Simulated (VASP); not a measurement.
Here is a VASP 6.6.1 calculation.

The input INCAR:

```
  PREC = Accurate
  ENCUT = 600
  EDIFF = 1E-7
  ISMEAR = 0
  SIGMA = 0.1
  LREAL = F
  LASPH = T
  NELM = 100
  ALGO = Fast
  ISIF = 3
  LWAVE = F
  LCHARG = F
  GGA = PE
  IBRION = 2
  NSW = 100
  EDIFFG = -0.01
```

KPOINTS

```
regular mesh
0
Gamma
  12 12 18
```

File POSCAR:

```
CuPt2
1.0
    4.4259910559      0.0000000000      0.0000000000
   -2.2129955279      3.8330206913      0.0000000000
    0.0000000000      0.0000000000      2.6952459576
Cu Pt
1 2
Direct
    0.0000000000      0.0000000000      0.0000000000
    0.3333333333      0.6666666667      0.5000000000
    0.6666666667      0.3333333333      0.5000000000
```

Potentials or basis: VASP PAW PBE potentials, release 64 (Cu, Pt).

Run with:

```console
$ cat potpaw_PBE.64/Cu/POTCAR potpaw_PBE.64/Pt/POTCAR > POTCAR
$ mpirun -np 1 vasp_std > vasp.out
```

Task: Predict the relaxed volume.

Result: 15.22 Å³/atom.

Task: What does it give for the space group after relaxing (to 0.05 Å)?

Result: P6/mmm (No. 191).

Task: What does it give for the relaxed cell?

Result: a = 4.420 Å, b = 4.420 Å, c = 2.699 Å, α = 90.00°, β = 90.00°, γ = 120.00°.

Final structure:
```xyz
3
Lattice="4.4204 0.0000 0.0000 -2.2102 3.8281 0.0000 0.0000 0.0000 2.6991" Properties=species:S:1:pos:R:3 pbc="T T T"
Cu    0.0000    0.0000    0.0000
Pt    0.0000    2.5521    1.3495
Pt    2.2102    1.2761    1.3495
```
